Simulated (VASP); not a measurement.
A run of VASP 6.6.1 is set up as follows.

INCAR

```
PREC = Accurate
ENCUT = 520
EDIFF = 1E-7
ISMEAR = -1
SIGMA = 0.01
LREAL = F
LASPH = T
NELM = 100
ALGO = Normal
ISIF = 2
LWAVE = F
LCHARG = T
GGA = PE
LELF = T
LVHAR = T
NBANDS = 17
```

The input KPOINTS:

```
regular mesh
0
Gamma
  9 9 9
```

POSCAR

```
PbSe
1.0
    0.0000000000      3.1024460684      3.1024460684
    3.1024460684      0.0000000000      3.1024460684
    3.1024460684      3.1024460684      0.0000000000
Pb Se
1 1
Direct
    0.0000000000      0.0000000000      0.0000000000
    0.5000000000      0.5000000000      0.5000000000
```

Potentials or basis: VASP PAW PBE potentials, release 64 (Pb_d, Se).

The run is started by

```bash
$ cat potpaw_PBE.64/Pb_d/POTCAR potpaw_PBE.64/Se/POTCAR > POTCAR
$ mpirun -np 1 vasp_std > vasp.out
```

Task: What does it give for the pressure?

Result: 0.3 GPa.
